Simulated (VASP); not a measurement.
A run of VASP 6.6.1 is set up as follows.

Contents of INCAR:

```
PREC = Accurate
ENCUT = 520
EDIFF = 1E-6
ISMEAR = 0
SIGMA = 0.01
LREAL = F
LASPH = T
NELM = 60
ALGO = Normal
ISIF = 2
LWAVE = F
LCHARG = F
GGA = PE
NBANDS = 11
```

KPOINTS

```
Automatic mesh
0
Gamma
  6 6 6
```

File POSCAR:

```
BP
1.0
    0.0000000000      2.2683156689      2.2002661989
    2.2683156689      0.0000000000      2.2002661989
    2.2683156689      2.2683156689      0.0000000000
B P
1 1
Direct
    0.0000000000      0.0000000000      0.0000000000
    0.2500000000      0.2500000000      0.2500000000
```

Potentials or basis: VASP PAW PBE potentials, release 64 (B, P).

Run with:

```console
$ cat potpaw_PBE.64/B/POTCAR potpaw_PBE.64/P/POTCAR > POTCAR
$ mpirun -np 1 vasp_std > vasp.out
```

Predict the pressure.

6.5 GPa.

Estimate the band gap on the k mesh.

0.84 eV, indirect (least direct gap 3.14 eV).

Stress tensor (GPa, compression positive):
```
 3.87  0.00  0.00
 0.00  3.87  0.00
 0.00  0.00 11.80
```

Caveat: the cell differs from its parent crystal (uniaxial z strain -3.0%). A k mesh can miss the band edges.
